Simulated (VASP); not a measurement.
# MgO (P6_3mc) in VASP: further runs

The runs below take MgO through single point, with PBE.

Program: VASP 6.6.1. These are calculated values, not measurements. Logs are shortened: lines on timing, memory, paths and dates and some standing lists are left out, and cuts for length are marked.

### 1 The cell of the first run

Symmetry: P6_3mc, No. 186, hexagonal system. The conventional cell has a = 3.435 Å, b = 3.435 Å, c = 10.360 Å, α = 90.00°, β = 90.00°, γ = 120.00°. Mg (site symmetry 3m) has 4 O at 1.96 to 2.08 Å within 2.6 Å. Within 2.6 Å of Mg (site symmetry 3m) lie 4 O at 1.98 to 2.08 Å. Within 2.6 Å of O (site symmetry 3m) lie 4 Mg at 1.96 to 2.08 Å. Within 2.6 Å of O (site symmetry 3m) lie 4 Mg at 1.98 to 2.08 Å.

### 2 Single point, PBE (volume 13.229 Å^3 an atom, c/a of the conventional cell 3.0163)

Input file INCAR:

```
SYSTEM = MgO
ALGO     = Normal         ! electronic algorithm
EDIFF    = 1E-6           ! SCF threshold, eV
ENCUT    = 520            ! plane-wave cutoff, eV
GGA      = PE             ! functional
ISIF     = 2              ! what is computed and relaxed
ISMEAR   = 0              ! smearing method
LASPH    = .TRUE.         ! aspherical terms in the spheres
LCHARG   = .TRUE.         ! write CHGCAR
LELF     = .TRUE.         ! ELF
LREAL    = .FALSE.        ! projectors in reciprocal space
LVHAR    = .TRUE.       
LWAVE    = .FALSE.        ! write WAVECAR
NBANDS   = 26             ! bands
NELM     = 60             ! most SCF steps
PREC     = Accurate       ! precision mode
SIGMA    = 0.05           ! smearing width, eV
```

Input file KPOINTS:

```
k-points
0
G
  9 9 4
  0 0 0
```

Input file POSCAR:

```
MgO
1.0
    3.4345560843      0.0000000000      0.0000000000
   -1.7172780422      2.9744128197      0.0000000000
    0.0000000000      0.0000000000     10.3596515172
Mg O
4 4
Direct
    0.3333333333      0.6666666667      0.9694906392
    0.0000000000      0.0000000000      0.2208211786
    0.0000000000      0.0000000000      0.7208211786
    0.6666666667      0.3333333333      0.4694906392
    0.3333333333      0.6666666667      0.7800420079
    0.0000000000      0.0000000000      0.5296443544
    0.0000000000      0.0000000000      0.0296443544
    0.6666666667      0.3333333333      0.2800420079
```

Potentials or basis: VASP PAW PBE potentials, release 64 (Mg, O).

Run with:

```bash
> cat potpaw_PBE.64/Mg/POTCAR potpaw_PBE.64/O/POTCAR > POTCAR
> mpirun -np 1 vasp_std > vasp.out
```

OUTCAR:

```text
SYSTEM = MgO
   EDIFF = 1E-6
   ENCUT = 520
   GGA = PE
   ISIF = 2
   ISMEAR = 0
   LASPH = .TRUE.
   LREAL = .FALSE.
   NELM = 60
   PREC = Accurate

 ion  position               nearest neighbor table
   1  0.333  0.667  0.969-   5 1.96   7 2.08   7 2.08   7 2.08   3 3.25   3 3.25   3 3.25   2 3.27
                             2 3.27   2 3.27
   2  0.000  0.000  0.221-   7 1.98   8 2.08   8 2.08   8 2.08   4 3.25   4 3.25   4 3.25   1 3.27
                             1 3.27   1 3.27
   3  0.000  0.000  0.721-   6 1.98   5 2.08   5 2.08   5 2.08   1 3.25   1 3.25   1 3.25   4 3.27
                             4 3.27   4 3.27
   4  0.667  0.333  0.469-   8 1.96   6 2.08   6 2.08   6 2.08   2 3.25   2 3.25   2 3.25   3 3.27
                             3 3.27   3 3.27
   5  0.333  0.667  0.780-   1 1.96   3 2.08   3 2.08   3 2.08
   6  0.000  0.000  0.530-   3 1.98   4 2.08   4 2.08   4 2.08
   7  0.000  0.000  0.030-   2 1.98   1 2.08   1 2.08   1 2.08
   8  0.667  0.333  0.280-   4 1.96   2 2.08   2 2.08   2 2.08

  LATTYP: Found a hexagonal cell.
 ALAT       =     3.4345560843
 C/A-ratio  =     3.0163000000

  Lattice vectors:

 A1 = (   3.4345560843,   0.0000000000,   0.0000000000)
 A2 = (  -1.7172780422,   2.9744128197,   0.0000000000)
 A3 = (   0.0000000000,   0.0000000000,  10.3596515172)

Analysis of symmetry for initial positions (statically):
=====================================================================
 Subroutine PRICEL returns:
 Original cell was already a primitive cell.

 Routine SETGRP: Setting up the symmetry group for a
 hexagonal supercell.

 Subroutine GETGRP returns: Found 12 space group operations
 (whereof  6 operations were pure point group operations)
 out of a pool of 24 trial point group operations.

The static configuration has the point symmetry C_3v.
 The point group associated with its full space group is C_6v.

Analysis of symmetry for dynamics (positions and initial velocities):
=====================================================================
 Subroutine PRICEL returns:
 Original cell was already a primitive cell.

 Routine SETGRP: Setting up the symmetry group for a
 hexagonal supercell.

 Subroutine GETGRP returns: Found 12 space group operations
 (whereof  6 operations were pure point group operations)
 out of a pool of 24 trial point group operations.

The dynamic configuration has the point symmetry C_3v.
 The point group associated with its full space group is C_6v.

 Subroutine INISYM returns: Found 12 space group operations
 (whereof  6 operations are pure point group operations),
 and found     1 'primitive' translations

----------------------------------------------------------------------------------------

                                     Primitive cell

  volume of cell :     105.8320

  direct lattice vectors                    reciprocal lattice vectors
     3.434556084  0.000000000  0.000000000     0.291158442  0.168100405  0.000000000
    -1.717278042  2.974412820  0.000000000     0.000000000  0.336200810  0.000000000
     0.000000000  0.000000000 10.359651517     0.000000000  0.000000000  0.096528343

  length of vectors
     3.434556084  3.434556084 10.359651517     0.336200810  0.336200810  0.096528343

  position of ions in fractional coordinates (direct lattice)
     0.333333333  0.666666667  0.969490639
     0.000000000  0.000000000  0.220821179
     0.000000000  0.000000000  0.720821179
     0.666666667  0.333333333  0.469490639
     0.333333333  0.666666667  0.780042008
     0.000000000  0.000000000  0.529644354
     0.000000000  0.000000000  0.029644354
     0.666666667  0.333333333  0.280042008

  ion indices of the primitive-cell ions
   primitive index   ion index
                 1           1
                 2           2
                 3           3
                 4           4
                 5           5
                 6           6
                 7           7
                 8           8

----------------------------------------------------------------------------------------

 KPOINTS: k-points

Automatic generation of k-mesh.
 Grid dimensions read from file:
 generate k-points for:    9    9    4

 Generating k-lattice:

  Cartesian coordinates                     Fractional coordinates (reciprocal lattice)
     0.032350938  0.018677823  0.000000000     0.111111111  0.000000000  0.000000000
     0.000000000  0.037355646  0.000000000     0.000000000  0.111111111  0.000000000
     0.000000000  0.000000000  0.024132086     0.000000000  0.000000000  0.250000000

  Length of vectors
     0.037355646  0.037355646  0.024132086

  Shift w.r.t. Gamma in fractional coordinates (k-lattice)
     0.000000000  0.000000000  0.000000000

 Subroutine IBZKPT returns following result:
 ===========================================

 Found     36 irreducible k-points:

 Following reciprocal coordinates:
            Coordinates               Weight
  0.000000  0.000000  0.000000      1.000000
  0.111111  0.000000  0.000000      6.000000
  0.222222  0.000000  0.000000      6.000000
  0.333333  0.000000  0.000000      6.000000
  0.444444  0.000000  0.000000      6.000000
  0.111111  0.111111  0.000000      6.000000
[... 16 lines left out ...]
  0.333333  0.222222  0.250000     24.000000
  0.333333  0.333333  0.250000      4.000000
 [... further k-points ...]
   k-points           NKPTS =     36   k-points in BZ     NKDIM =     36   number of bands    NBANDS=     26
   number of dos      NEDOS =    301   number of ions     NIONS =      8
   total plane-waves  NPLWV =  62720
   dimension x,y,z NGX =    28 NGY =   28 NGZ =   80
   dimension x,y,z NGXF=    56 NGYF=   56 NGZF=  160
   ions per type =               4   4
   NGX,Y,Z   is equivalent  to a cutoff of  13.55, 13.55, 12.84 a.u.
   NGXF,Y,Z  is equivalent  to a cutoff of  27.11, 27.11, 25.68 a.u.
 SYSTEM =  MgO
   PREC   = accura    normal or accurate (medium, high low for compatibility)
   ISTART =      0    job   : 0-new  1-cont  2-samecut
   ICHARG =      2    charge: 1-file 2-atom 10-const
   ISPIN  =      1    spin polarized calculation?
   LNONCOLLINEAR =      F non collinear calculations
   LSORBIT =      F    spin-orbit coupling
   LASPH  =      T    aspherical Exc in radial PAW
   ENCUT  =  520.0 eV  38.22 Ry    6.18 a.u.   6.39  6.39 19.26*2*pi/ulx,y,z
   NELM   =     60;   NELMIN=  2; NELMDL= -5     # of ELM steps
   EDIFF  = 0.1E-05   stopping-criterion for ELM
   LREAL  =      F    real-space projection
   EDIFFG = 0.1E-04   stopping-criterion for IOM
   NSW    =      0    number of steps for IOM
   IBRION =     -1    ionic relax: 0-MD 1-quasi-New 2-CG
   NFREE  =      0    steps in history (QN), initial steepest desc. (CG)
   ISIF   =      2    stress and relaxation
   ISYM   =      2    0-nonsym 1-usesym 2-fastsym
   POTIM  = 0.5000    time-step for ionic-motion
   TEBEG  =    0.0;   TEEND  =   0.0 temperature during run
   PSTRESS=    0.0 pullay stress
   NELECT =      32.0000    total number of electrons
   NUPDOWN=      -1.0000    fix difference up-down
   EMIN   =  10.00;   EMAX   =-10.00  energy-range for DOS
   EFERMI =   0.00;   METHOD = LEGACY
   ISMEAR =     0;   SIGMA  =   0.05  broadening in eV -4-tet -1-fermi 0-gaus
   EFERMI_NEDOS =   21; number of points for ismear=-14 and -15
   IALGO  =     38    algorithm
   IMIX   =      4    mixing-type and parameters
     AMIX     =   0.40;   BMIX     =  1.00
     AMIX_MAG =   1.60;   BMIX_MAG =  1.00
  volume/ion in A,a.u.               =      13.23        89.27
  Fermi-wavevector in a.u.,A,eV,Ry     =   1.098801  2.076433 16.427188  1.207364
  Thomas-Fermi vector in A             =   2.235185
   LORBIT       =      0    0 simple, 1 ext, 2 COOP (PROOUT), +10 PAW based schemes
   GGA     = PE    functional components
   LHFCALC =     F    Hartree Fock is set to
   AEXX    =    0.0000 exact exchange contribution
   IVDW    =     0    specifies the selected vdW correction
   LEPSILON=     F    determine dielectric tensor
   LRPA    =     F    only Hartree local field effects (RPA)
 non-spin polarized calculation
 Gauss-broadening in eV      SIGMA  =   0.05
  energy-cutoff  :      520.00
  volume of cell :      105.83
 maximum number of plane-waves:      2870
 NGX is ok and might be reduce to    28
   NGX = 13   NGY = 13   NGZ = 39

 number of electron      31.9999999 magnetization

 Free energy of the ion-electron system (eV)
  ---------------------------------------------------
  ext. energy  EPLUGINS =         0.00000000
  ---------------------------------------------------
  free energy    TOTEN  =       -46.55802644 eV

  energy without entropy =      -46.55802644  energy(sigma->0) =      -46.55802644

 E-fermi :   0.7338     XC(G=0):  -9.2640

 val. band max:        0.4368042942   @ k =   0.0000   0.0000   0.0000
 cond. band min:       3.3612526427   @ k =   0.0000   0.0000   0.0000
 fundamental gap:      2.9244483486
 Fermi energy:         0.7338326733

 k-point     1 :       0.0000    0.0000    0.0000
  band No.  band energies     occupation
      1     -15.3546      2.00000
      2     -15.0659      2.00000
      3     -15.0334      2.00000
      4     -14.7246      2.00000
      5      -2.3701      2.00000
      6      -1.3636      2.00000
[... 18 lines left out ...]
     25      13.4914      0.00000
     26      14.2073      0.00000

 k-point     2 :       0.1111    0.0000    0.0000
  band No.  band energies     occupation
      1     -15.3068      2.00000
      2     -15.0329      2.00000
      3     -15.0004      2.00000
      4     -14.7095      2.00000
      5      -2.2622      2.00000
      6      -1.4383      2.00000
[... 18 lines left out ...]
     25      13.5795      0.00000
     26      13.6930      0.00000

 k-point     3 :       0.2222    0.0000    0.0000
  band No.  band energies     occupation
      1     -15.1782      2.00000
      2     -14.9475      2.00000
      3     -14.9151      2.00000
      4     -14.6754      2.00000
      5      -1.9636      2.00000
      6      -1.7109      2.00000
[... 572 lines left out ...]
 k-point    23 :       0.3333    0.2222    0.2500
  band No.  band energies     occupation
      1     -14.8062      2.00000
      2     -14.7686      2.00000
      3     -14.7070      2.00000
      4     -14.6737      2.00000
      5      -2.0994      2.00000
      6      -1.9702      2.00000
[... 18 lines left out ...]
     25      12.1786      0.00000
     26      12.3711      0.00000

 k-point    24 :       0.3333    0.3333    0.2500
  band No.  band energies     occupation
      1     -14.7410      2.00000
      2     -14.7360      2.00000
      3     -14.7048      2.00000
      4     -14.7048      2.00000
      5      -1.8250      2.00000
      6      -1.8250      2.00000
[... 18 lines left out ...]
     25      12.0042      0.00000
     26      12.3327      0.00000

 [... further k-points ...]
[... 5 lines left out ...]
  --------------------------------------------------------------------------------------
  -------------------------------------------------------------------------------------
  Total       -7.4848137     -7.4848137     -0.1374310      0.0000000     -0.0000000      0.0000000
  in kB     -113.3116531   -113.3116531     -2.0805504      0.0000000     -0.0000000      0.0000000
  external PRESSURE =     -76.2346188 kB  Pullay stress =       0.0000000 kB

 VOLUME and BASIS-vectors are now :
 -----------------------------------------------------------------------------
  energy-cutoff  :      520.00
  volume of cell :      105.83
      direct lattice vectors                 reciprocal lattice vectors
     3.434556084  0.000000000  0.000000000     0.291158442  0.168100405  0.000000000
    -1.717278042  2.974412820  0.000000000     0.000000000  0.336200810  0.000000000
     0.000000000  0.000000000 10.359651517     0.000000000  0.000000000  0.096528343

 POSITION                                       TOTAL-FORCE (eV/Angst)
 -----------------------------------------------------------------------------------
     -0.00000      1.98294     10.04359         0.000000      0.000000      0.374489
      0.00000      0.00000      2.28763         0.000000     -0.000000      0.437402
      0.00000      0.00000      7.46746         0.000000      0.000000      0.437402
      1.71728      0.99147      4.86376         0.000000     -0.000000      0.374489
     -0.00000      1.98294      8.08096        -0.000000      0.000000     -0.405203
      0.00000      0.00000      5.48693        -0.000000     -0.000000     -0.406688
      0.00000      0.00000      0.30711         0.000000      0.000000     -0.406688
      1.71728      0.99147      2.90114         0.000000      0.000000     -0.405203
 -----------------------------------------------------------------------------------
    total drift:                                0.000000      0.000000      0.000231

  FREE ENERGIE OF THE ION-ELECTRON SYSTEM (eV)
  ---------------------------------------------------
  free  energy   TOTEN  =       -46.5580264352 eV

  energy  without entropy=      -46.5580264352  energy(sigma->0) =      -46.55802644
```

Run time: 2.1 min. Hardware: 1 thread of AMD EPYC 7R43 (Zen 3), shared host; peak memory 0.24 GiB.

What came out:

```yaml
Free_energy: -46.5580 eV
Pressure: -7.6 GPa
Largest_force: 0.437 eV/Å
Band_gap_on_the_k_mesh: 2.92 eV, direct
```

Forces in eV/Å, atoms in the order of the input:
```
Mg   0.000  0.000  0.374
Mg   0.000  0.000  0.437
Mg   0.000  0.000  0.437
Mg   0.000  0.000  0.374
O    0.000  0.000 -0.405
O    0.000  0.000 -0.407
O    0.000  0.000 -0.407
O    0.000  0.000 -0.405
```

Levels at points of the mesh, in eV from the valence-band top:
| k point | band 14 | band 15 | band 16 | band 17 | band 18 | band 19 |
| --- | --- | --- | --- | --- | --- | --- |
| (0.00, 0.00, 0.00) | -0.23 | -0.23 | 0.00 | 2.92 | 5.18 | 5.33 |
| (0.00, 0.00, 0.50) | -0.28 | -0.28 | -0.28 | 3.75 | 3.75 | 6.75 |

 A k mesh can miss the band edges.

### 3 Single point, PBE (volume 13.229 Å^3 an atom, c/a of the conventional cell 3.8446)

Input file INCAR:

```
PREC = Accurate ; ENCUT = 520
EDIFF = 1E-6 ; ISMEAR = 0
SIGMA = 0.05 ; LREAL = F
LASPH = T ; NELM = 80
ALGO = Normal ; ISIF = 2
LWAVE = F ; LCHARG = T
GGA = PE ; LELF = T
LVHAR = T ; NBANDS = 26
```

Input file KPOINTS:

```
regular mesh
0
Gamma
  9 9 4
```

Edit POSCAR of step 2 so:

```diff
@@ -2,5 +2,5 @@
 1.0
-    3.4345560843      0.0000000000      0.0000000000
-   -1.7172780422      2.9744128197      0.0000000000
-    0.0000000000      0.0000000000     10.3596515172
+    3.1677074795      0.0000000000      0.0000000000
+   -1.5838537398      2.7433151490      0.0000000000
+    0.0000000000      0.0000000000     12.1785681758
 Mg O
```

Potentials or basis: VASP PAW PBE potentials, release 64 (Mg, O).

Run with:

```bash
> cat potpaw_PBE.64/Mg/POTCAR potpaw_PBE.64/O/POTCAR > POTCAR
> mpirun -np 1 vasp_std > vasp.out
```

Wall time 2.2 min (1 thread of AMD EPYC 7R43 (Zen 3), shared host); peak memory 0.22 GiB.

Results (log left out):

- Free energy: -45.5879 eV
- Pressure: -3.7 GPa
- Largest force: 0.310 eV/Å
- Band gap on the k mesh: 2.66 eV, direct

Forces on the atoms (eV/Å):
```
Mg   0.000  0.000 -0.231
Mg   0.000  0.000 -0.308
Mg   0.000  0.000 -0.308
Mg   0.000  0.000 -0.231
O    0.000  0.000  0.310
O    0.000  0.000  0.229
O    0.000  0.000  0.229
O    0.000  0.000  0.310
```

Stress tensor (GPa, compression positive):
```
  5.45   0.00   0.00
  0.00   5.45   0.00
  0.00   0.00 -22.09
```

Levels at points of the mesh, in eV from the valence-band top:
| k point | band 13 | band 14 | band 15 | band 16 | band 17 | band 18 | band 19 | band 20 |
| --- | --- | --- | --- | --- | --- | --- | --- | --- |
| (0.00, 0.00, 0.00) | -0.02 | -0.02 | 0.00 | 0.00 | 2.66 | 4.91 | 4.95 | 7.80 |
| (0.00, 0.00, 0.50) | -0.01 | -0.01 | -0.01 | -0.01 | 3.44 | 3.44 | 6.51 | 6.51 |

 A k mesh can miss the band edges.

[end of part 1 of 2]
